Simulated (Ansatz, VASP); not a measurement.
# Si in VASP and in Ansatz

```
CELL_PARAMETERS angstrom
3.83132 0.00000 0.00000
-1.91566 3.31802 0.00000
0.00000 0.00000 6.33262
ATOMIC_POSITIONS crystal
Si 0.28813 0.57625 0.06301
Si 0.66667 0.33333 0.56301
Si 0.33333 0.66667 0.43699
Si 0.66667 0.33333 0.93699
```

Alike in both runs: task single point; functional LDA; k mesh 12 × 12 × 6; occupations gaussian, width 0.03 eV; no spin polarisation.

```csv
,VASP,Ansatz
version,VASP 6.6.1,Ansatz 0.2.0
potentials or method,"VASP PAW LDA potentials, release 64 (Si), cutoff 520 eV","scalar-relativistic, plane waves, PAW"
valence electrons in the cell,16,16
```

```tsv
	VASP	Ansatz	Ansatz less VASP
gap on the k mesh at the Fermi level (eV)	none	none	-
pressure (GPa)	-0.9	-0.9	-0.03
traceless stress, the component that is largest in VASP (GPa)	4.96	4.94	-0.020
rms of the force components (eV/Å)	1.028	1.027	-0.0015
```

LDA's correlation is that of Perdew and Zunger in VASP and of Perdew and Wang (1992) in Ansatz. Atom by atom the forces differ by 0.002 eV/Å (rms over components). A gap of «none» marks a metal or a gap that the smearing closes.
